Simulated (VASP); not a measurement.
Set up this calculation in VASP 6.6.1, as the native input.

- Task: single point
- Functional: LDA
- Potentials or basis: VASP PAW LDA potentials, release 64 (Al, N)
- Cutoff: 520 eV
- k mesh: 9 × 9 × 6
- Occupations: gaussian, width 0.05 eV
- Spin: no spin polarisation
- Dipole correction: no
- Further INCAR settings: ALGO = Normal; EDIFF = 1e-07; NBANDS = 16

The structure of AlN lies in POSCAR:

```
AlN
1.0
    3.0887424016      0.0000000000      0.0000000000
   -1.5443712008      2.6749293856      0.0000000000
    0.0000000000      0.0000000000      4.9437688231
Al N
2 2
Direct
    0.3151354007      0.6859568955      0.0015212672
    0.6848645993      0.3140431045      0.5015212672
    0.3495719354      0.6494533735      0.3834787328
    0.6504280646      0.3505466265      0.8834787328
```

This cell differs from its parent crystal: mode 4 frozen in at -0.086 Å and mode 5 at +0.052 Å (largest displacements).

One way to write it, as run:

INCAR

```
SYSTEM = AlN
  PREC = Accurate
  ENCUT = 520
  EDIFF = 1E-7
  ISMEAR = 0
  SIGMA = 0.05
  LREAL = .FALSE.
  LASPH = .TRUE.
  NELM = 80
  ALGO = Normal
  ISIF = 2
  LWAVE = .FALSE.
  LCHARG = .TRUE.
  LELF = .TRUE.
  LVHAR = .TRUE.
  NBANDS = 16
```

KPOINTS

```
Automatic mesh
0
G
  9 9 6
  0 0 0
```

Potentials or basis: VASP PAW LDA potentials, release 64 (Al, N).

Command:

```sh
$ cat potpaw_LDA.64/Al/POTCAR potpaw_LDA.64/N/POTCAR > POTCAR
$ mpirun -np 1 vasp_std > vasp.out
```

It gave:

```json
{
  "Pressure": "0.3 GPa",
  "Largest force": "0.529 eV/Å",
  "Band gap on the k mesh": "4.30 eV, direct"
}
```

Caveat: the cell differs from its parent crystal (mode 4 frozen in at -0.086 Å and mode 5 at +0.052 Å (largest displacements)).

Run time: 40 s on 1 thread of Intel(R) Xeon(R) Platinum 8488C (Sapphire Rapids), with other jobs on the host, peak memory 0.2 GiB.
